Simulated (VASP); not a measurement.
Set up this calculation in VASP 6.6.1, as the native input.

```
Task                   : single point
Functional             : PBE
Potentials or basis    : VASP PAW PBE potentials, release 64 (Ge_d, S)
Cutoff                 : 500 eV
k mesh                 : 4 × 8 × 6
Occupations            : gaussian, width 0.02 eV
Spin                   : no spin polarisation
Dipole correction      : no
Further INCAR settings : ALGO = Normal; EDIFF = 1e-06; NBANDS = 50
```

The structure of GeS lies in POSCAR:

```
GeS
1.0
   10.7740382960      0.0000000000      0.0000000000
    0.0000000000      3.6678437518      0.0000000000
    0.0000000000      0.0000000000      4.4512819952
Ge S
4 4
Direct
    0.1257789690      0.2500000000      0.6348514297
    0.8742210310      0.7500000000      0.3651485703
    0.3742210310      0.7500000000      0.1348514297
    0.6257789690      0.2500000000      0.8651485703
    0.8471019409      0.2500000000      0.0028091294
    0.1528980591      0.7500000000      0.9971908706
    0.6528980591      0.7500000000      0.5028091294
    0.3471019409      0.2500000000      0.4971908706
```

One way to write it, as run:

INCAR

```
SYSTEM = GeS
PREC = Accurate ; ENCUT = 500
EDIFF = 1E-6 ; ISMEAR = 0
SIGMA = 0.02 ; LREAL = .FALSE.
LASPH = .TRUE. ; NELM = 120
ALGO = Normal ; ISIF = 2
LWAVE = .FALSE. ; LCHARG = .FALSE.
GGA = PE ; NBANDS = 50
GGA_COMPAT = .FALSE.
```

KPOINTS

```
Automatic mesh
0
G
  4 8 6
  0 0 0
```

Potentials or basis: VASP PAW PBE potentials, release 64 (Ge_d, S).

Command:

```sh
$ cat potpaw_PBE.64/Ge_d/POTCAR potpaw_PBE.64/S/POTCAR > POTCAR
$ mpirun -np 1 vasp_std > vasp.out
```

Results of the run:

The pressure is -0.1 GPa. The largest force is 0.006 eV/Å and the band gap on the k mesh is 1.24 eV, direct.

Run time: 5.6 min on 1 thread of Intel(R) Xeon(R) Platinum 8259CL CPU @ 2.50GHz (Skylake/Cascade Lake), on a shared host, peak memory 0.49 GiB.
